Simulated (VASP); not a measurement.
# CSe2 in VASP: a series of runs, part 2 of 2

VASP 6.6.1. Earlier steps stand in the parts before.

## Step 4: Single point, PBE

The input, INCAR:

```
ALGO     = Normal         # electronic algorithm
EDIFF    = 1E-6           # SCF threshold, eV
ENCUT    = 600            # plane-wave cutoff, eV
GGA      = PE             # functional
GGA_COMPAT= False        
ISIF     = 2              # what is computed and relaxed
ISMEAR   = -1             # smearing method
LASPH    = True           # aspherical terms in the spheres
LCHARG   = False          # write CHGCAR
LREAL    = False          # projectors in reciprocal space
LWAVE    = False          # write WAVECAR
NBANDS   = 25             # bands
NELM     = 120            # most SCF steps
PREC     = Accurate       # precision mode
SIGMA    = 0.025          # smearing width, eV
```

The input, KPOINTS:

```
k-points
0
Gamma
  4 4 2
```

The input, POSCAR:

```
CSe2
1.0
    3.5697670000     -2.9947800000      0.0000000000
    3.5697670000      2.9947800000      0.0000000000
    0.0000000000      0.0000000000      9.4626520000
Se C
4 2
Direct
    0.2168650000      0.7852020000      0.8852330000
    0.7928090000      0.2097190000      0.1174770000
    0.2985130000      0.7213870000      0.3765090000
    0.7152940000      0.2823980000      0.6191460000
    0.0018200000     -0.0153670000     -0.0006670000
    0.4967520000      0.5048400000      0.4934080000
```

Potentials or basis: VASP PAW PBE potentials, release 64 (Se, C).

Run with:

```bash
> cat potpaw_PBE.64/Se/POTCAR potpaw_PBE.64/C/POTCAR > POTCAR
> mpirun -np 1 vasp_std > vasp.out
```

OUTCAR:

```text
EDIFF = 1E-6
   ENCUT = 600
   GGA = PE
   ISIF = 2
   ISMEAR = -1
   LASPH = True
   LREAL = False
   NELM = 120
   PREC = Accurate

 ion  position               nearest neighbor table
   1  0.217  0.785  0.885-   5 1.65
   2  0.793  0.210  0.117-   5 1.72
   3  0.299  0.721  0.377-   6 1.66
   4  0.715  0.282  0.619-   6 1.78
   5  0.002  0.985  0.999-   1 1.65   2 1.72
   6  0.497  0.505  0.493-   3 1.66   4 1.78

  LATTYP: Found a base centered orthorhombic cell.
[... 759 lines left out ...]
  -------------------------------------------------------------------------------------
  Total        0.3993709      2.2018492      1.6524640     -0.0510704      2.5629892     -0.1182828
  in kB        3.1625640     17.4361462     13.0856389     -0.4044198     20.2959649     -0.9366651
  external PRESSURE =      11.2281164 kB  Pullay stress =       0.0000000 kB

 VOLUME and BASIS-vectors are now :
 -----------------------------------------------------------------------------
  energy-cutoff  :      600.00
  volume of cell :      202.32
      direct lattice vectors                 reciprocal lattice vectors
     3.569767000 -2.994780000  0.000000000     0.140065164 -0.166957172  0.000000000
     3.569767000  2.994780000  0.000000000     0.140065164  0.166957172  0.000000000
     0.000000000  0.000000000  9.462652000     0.000000000  0.000000000  0.105678619

 POSITION                                       TOTAL-FORCE (eV/Angst)
 -----------------------------------------------------------------------------------
      3.57715      1.70204      8.37665        -0.031813     -1.935196     -1.699522
      3.57879     -1.74623      1.11164        -0.115924     -0.047570      0.001477
      3.64081      1.26641      3.56277        -0.001317      1.119212     -1.005371
      3.56153     -1.29643      5.85876        -0.016517      1.457164     -1.302481
      3.52141      2.94331      9.45634         0.147945      1.987142      1.683984
      3.57545      0.02422      4.66895         0.017627     -2.580752      2.321914
 -----------------------------------------------------------------------------------
    total drift:                               -0.000030      0.000155     -0.000100

  FREE ENERGIE OF THE ION-ELECTRON SYSTEM (eV)
  ---------------------------------------------------
  free  energy   TOTEN  =       -28.2801845339 eV

  energy  without entropy=      -28.2801845339  energy(sigma->0) =      -28.28018453
```

OSZICAR:

```text
N       E                     dE             d eps       ncg     rms          rms(c)
DAV:   1     0.186057745543E+03    0.18606E+03   -0.13118E+04  1000   0.115E+03
DAV:   2    -0.104505686613E+02   -0.19651E+03   -0.18690E+03  1367   0.190E+02
DAV:   3    -0.297357059851E+02   -0.19285E+02   -0.19024E+02  1233   0.643E+01
DAV:   4    -0.301571156642E+02   -0.42141E+00   -0.42026E+00  1239   0.111E+01
DAV:   5    -0.301670640662E+02   -0.99484E-02   -0.99449E-02  1268   0.162E+00    0.145E+01
DAV:   6    -0.284916076912E+02    0.16755E+01   -0.48617E+00  1158   0.140E+01    0.623E+00
DAV:   7    -0.283073976982E+02    0.18421E+00   -0.99132E-01  1081   0.588E+00    0.476E+00
DAV:   8    -0.282995546421E+02    0.78431E-02   -0.27445E-01  1295   0.246E+00    0.816E-01
DAV:   9    -0.282792227543E+02    0.20332E-01   -0.30708E-02  1272   0.115E+00    0.307E-01
DAV:  10    -0.282801510031E+02   -0.92825E-03   -0.11218E-02  1144   0.477E-01    0.139E-01
DAV:  11    -0.282801385353E+02    0.12468E-04   -0.33584E-04  1240   0.109E-01    0.541E-02
DAV:  12    -0.282801607454E+02   -0.22210E-04   -0.10918E-04  1232   0.561E-02    0.267E-02
DAV:  13    -0.282801816834E+02   -0.20938E-04   -0.35648E-05  1112   0.325E-02    0.630E-03
DAV:  14    -0.282801841169E+02   -0.24335E-05   -0.21900E-06  1112   0.835E-03    0.535E-03
DAV:  15    -0.282801845339E+02   -0.41696E-06   -0.57388E-07   800   0.505E-03
   1 F= -.28280185E+02 E0= -.28280185E+02  d E =-.527977E-11
```

Run time: 3.6 min. Hardware: 1 thread of Intel Xeon 8259CL, shared host; peak memory 0.38 GiB.

Results:

| Quantity | Value |
| --- | --- |
| Free energy | -28.2802 eV |
| Pressure | 1.1 GPa |
| Largest force | 3.472 eV/Å |
| Band gap on the k mesh | 2.37 eV (least direct gap 2.50 eV) |

Forces in eV/Å, atoms in the order of the input:
```
Se  -0.032 -1.935 -1.700
Se  -0.116 -0.048  0.001
Se  -0.001  1.119 -1.005
Se  -0.017  1.457 -1.302
C    0.148  1.987  1.684
C    0.018 -2.581  2.322
```

Levels at points of the mesh, in eV from the valence-band top:
```tsv
k point	band 12	band 13	band 14	band 15	band 16	band 17	band 18	band 19	band 20	band 21
(0.00, 0.00, 0.00)	-2.47	-1.00	-0.77	-0.70	-0.37	2.37	2.65	2.89	3.32	4.24
(0.50, 0.00, 0.00)	-2.65	-0.67	-0.61	-0.28	-0.23	2.47	2.57	2.77	2.90	5.06
(0.00, 0.50, 0.00)	-2.68	-0.64	-0.55	-0.27	-0.21	2.48	2.57	2.81	2.90	5.07
(0.50, 0.50, 0.00)	-2.84	-1.18	-0.92	-0.59	0.00	2.50	2.55	3.39	3.54	4.72
(0.00, 0.00, 0.50)	-2.47	-0.89	-0.83	-0.58	-0.51	2.57	2.70	2.85	3.01	5.09
(0.50, 0.00, 0.50)	-2.64	-0.76	-0.72	-0.22	-0.19	2.44	2.49	2.90	2.98	4.90
(0.00, 0.50, 0.50)	-2.66	-0.74	-0.65	-0.21	-0.18	2.43	2.52	2.92	2.99	4.91
(0.50, 0.50, 0.50)	-2.94	-0.93	-0.88	-0.49	-0.48	2.94	2.97	3.04	3.14	5.07
```

Caveat: this functional lacks dispersion, which holds the molecules together, so the pressure and a relaxed volume are unreliable; forces of over 1 eV/Å act on the atoms, so gaps and moduli don't describe the material at rest.

## Step 5: Summary

| cell | k mesh | smearing | gap on the mesh (eV) | pressure (GPa) | largest force (eV/Å) |
| --- | --- | --- | --- | --- | --- |
| as given, atomic positions A | 5 × 5 × 3 | fermi-dirac 0.005 eV | 2.39 | 0.2 | 0.06 |
| as given, atomic positions B | 4 × 4 × 2 | fermi-dirac 0.05 eV | 2.37 | 1.1 | 3.47 |
| as given, atomic positions B | 4 × 4 × 2 | fermi-dirac 0.025 eV | 2.37 | 1.1 | 3.47 |

Alike in all rows: task single point; level PBE; potentials or basis VASP PAW PBE potentials, release 64 (Se, C); no spin polarisation; cutoff (eV) 600.

Caveats: this functional lacks dispersion, which holds the molecules together, so the pressure and a relaxed volume are unreliable; forces of over 1 eV/Å act on the atoms, so gaps and moduli don't describe the material at rest (at least some runs); an odd mesh through Γ misses points on the zone boundary, where band edges can lie (at least some runs).

Absolute energies hang on the potentials; compare differences alone.
